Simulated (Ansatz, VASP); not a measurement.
One calculation of Cd3HgS4, two programs

The input POSCAR:

```
Cd3HgS4
1.0
   -2.9452541552      2.9452541552      5.8912555200
    2.9452541552     -2.9452541552      5.8912555200
    2.9452541552      2.9452541552     -5.8912555200
Cd S Hg
3 4 1
Direct
    0.7500000000      0.2500000000      0.5000000000
    0.5000000000      0.5000000000      0.0000000000
    0.2500000000      0.7500000000      0.5000000000
    0.1260023273      0.6221842884      0.0000000000
    0.8739976727      0.8739976727      0.4961819611
    0.6221842884      0.1260023273      0.0000000000
    0.3778157116      0.3778157116      0.5038180389
    0.0000000000      0.0000000000      0.0000000000
```

Contents of INCAR.step1:

```
ALGO     = Normal         # electronic algorithm
EDIFF    = 1E-4           # SCF threshold, eV
ENCUT    = 520            # plane-wave cutoff, eV
GGA      = PE             # functional
ISMEAR   = 0              # smearing method
LASPH    = True           # aspherical terms in the spheres
LCHARG   = False          # write CHGCAR
LREAL    = False          # projectors in reciprocal space
LWAVE    = True           # write WAVECAR
NBANDS   = 46             # bands
NELM     = 80             # most SCF steps
PREC     = Accurate       # precision mode
SIGMA    = 0.01           # smearing width, eV
```

The input INCAR.step2:

```
ALGO     = Normal         # electronic algorithm
EDIFF    = 1E-6           # SCF threshold, eV
ENCUT    = 520            # plane-wave cutoff, eV
ISIF     = 2              # what is computed and relaxed
ISMEAR   = 0              # smearing method
ISTART   = 1            
LASPH    = True           # aspherical terms in the spheres
LCHARG   = False          # write CHGCAR
LMIXTAU  = True         
LREAL    = False          # projectors in reciprocal space
LWAVE    = False          # write WAVECAR
METAGGA  = R2SCAN         # meta-GGA
NBANDS   = 46             # bands
NELM     = 80             # most SCF steps
PREC     = Accurate       # precision mode
SIGMA    = 0.01           # smearing width, eV
```

KPOINTS

```
k-points
0
Gamma
  6 6 6
```

Input for Ansatz:

```yaml
crystal:
  lattice:
    - [-2.9452541552, 2.9452541552, 5.89125552]
    - [2.9452541552, -2.9452541552, 5.89125552]
    - [2.9452541552, 2.9452541552, -5.89125552]
  atoms:
    - { symbol: Cd, position: [0.75, 0.25, 0.5] }
    - { symbol: S, position: [0.1260023273, 0.6221842884, 0.0] }
    - { symbol: Cd, position: [0.5, 0.5, 0.0] }
    - { symbol: S, position: [0.8739976727, 0.8739976727, 0.4961819611] }
    - { symbol: Cd, position: [0.25, 0.75, 0.5] }
    - { symbol: S, position: [0.6221842884, 0.1260023273, 0.0] }
    - { symbol: Hg, position: [0.0, 0.0, 0.0] }
    - { symbol: S, position: [0.3778157116, 0.3778157116, 0.5038180389] }
kpoints:
  mp_grid: { grid: [6, 6, 6] }
  band_path:
    path:
      - [0.0, 0.0, 0.0]
      - [0.0, 0.0, 0.5]
      - [0.25, 0.25, 0.25]
      - [0.0, 0.5, 0.0]
      - [0.5, 0.5, -0.5]
      - [0.3124841468, 0.6875158532, -0.3124841468]
      - [-0.3124841468, 0.3124841468, 0.3124841468]
      - [-0.1249682936, 0.1249682936, 0.5]
      - [0.5, 0.5, -0.1249682936]
    npoints: 1
hamiltonian:
  xc: r2scan
scf:
  occupations: { method: fixed }
  n_extra_bands: 6
output:
  forces: true
  stress: true
  eigenvalues: true
```

Alike in both runs: task single point; functional r2SCAN; k mesh 6 × 6 × 6; no spin polarisation.

|  | VASP | Ansatz |
| --- | --- | --- |
| version | VASP 6.6.1 | Ansatz 0.2.0 |
| potentials or method | VASP PAW PBE potentials, release 64 (Cd, S, Hg) | plane waves, PAW |
| plane-wave cutoff (eV) | 520 | 500 |
| occupations | gaussian, width 0.01 eV | fixed |
| valence electrons in the cell | 72 | 104 |

```csv
,VASP,Ansatz,Ansatz less VASP
gap on the k mesh at the Fermi level (eV),1.07,1.07,+0.005
pressure (GPa),0.3,0.0,-0.29
```

VASP's potentials were made for PBE, not for r2SCAN. VASP's potentials hold 72 valence electrons a cell and Ansatz's 104, so a difference there can come from the potentials and not from the codes.

Neither program's run includes spin-orbit coupling.
